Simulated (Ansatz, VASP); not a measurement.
# Two plane-wave programs on TiCuC4N4

```
Ti Cu C N
1.0
     5.86528    0.00000    0.00000
     0.00000    5.86528    0.00000
     0.00000    0.00000    5.86528
Ti Cu C N
1 1 4 4
Direct
  0.50000 0.50000 0.50000
  0.00000 0.00000 0.00000
  0.18895 0.18895 0.18895
  0.18895 0.81105 0.81105
  0.81105 0.18895 0.81105
  0.81105 0.81105 0.18895
  0.30525 0.30525 0.30525
  0.30525 0.69475 0.69475
  0.69475 0.30525 0.69475
  0.69475 0.69475 0.30525
```

Alike in both runs: functional PBE; k mesh 4 × 4 × 4; occupations gaussian, width 0.1 eV; collinear spin.

Ansatz relaxed the structure, and its values are those at the end. VASP's run is a single point on that final structure, the one shown.

```csv
,VASP,Ansatz
version,VASP 6.6.1,Ansatz 0.2.0
potentials or method,"VASP PAW PBE potentials, release 64 (Ti_sv, Cu, C, N), cutoff 520 eV","scalar-relativistic, plane waves, PAW"
valence electrons in the cell,59,67
```

```csv
,VASP,Ansatz,Ansatz less VASP
gap on the k mesh at the Fermi level (eV),none,none,-
pressure (GPa),0.5,0.0,-0.46
rms of the force components (eV/Å),0.159,0.014,-0.1453
net moment per atom (μB),0.10,0.10,0.000
size of the moment on the site where the two differ most (μB),0.77,0.59,-0.178
```

Site moments also hang on the region over which each program counts them. A gap of «none» marks a metal or a gap that the smearing closes. One of these differences is far larger than is usual between the two programs; its cause wasn't traced. VASP's potentials hold 59 valence electrons a cell and Ansatz's 67, so a difference there can come from the potentials and not from the codes. Ansatz's warnings: seeded moment not kept.

Noted on VASP's run: the standard files for N, O and F lose accuracy on very short bonds.
